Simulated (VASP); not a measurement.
Here is a VASP 6.6.1 calculation.

INCAR

```
  PREC = Accurate
  ENCUT = 520
  EDIFF = 1E-7
  ISMEAR = 0
  SIGMA = 0.15
  LREAL = False
  LASPH = True
  NELM = 60
  ALGO = Normal
  ISIF = 2
  LWAVE = False
  LCHARG = False
  GGA = CA
  NBANDS = 14
```

KPOINTS

```
Automatic mesh
0
Gamma
  16 16 16
```

The input POSCAR:

```
ZrB
1.0
    0.0000000000      2.4153850465      2.5924327704
    2.5281835282      0.0000000000      2.5924327704
    2.5281835282      2.4153850465      0.0000000000
Zr B
1 1
Direct
    0.0000000000      0.0000000000      0.0000000000
    0.5000000000      0.5000000000      0.5000000000
```

Potentials or basis: VASP PAW LDA potentials, release 64 (Zr_sv, B).

The run is started by

```console
$ cat potpaw_LDA.64/Zr_sv/POTCAR potpaw_LDA.64/B/POTCAR > POTCAR
$ mpirun -np 1 vasp_std > vasp.out
```

Task: Predict the band gap on the k mesh.

Result: Zero (an odd number of electrons rules out a gap without spin polarisation).

Task: Estimate the pressure.

Result: -15.3 GPa.

Stress tensor (GPa, compression positive):
```
-17.22   0.00   0.00
  0.00  -6.57   0.00
  0.00   0.00 -22.01
```

Caveat: the cell differs from its parent crystal (normal strain along x +0.0467, normal strain along z +0.0733); the cell stands under tension.
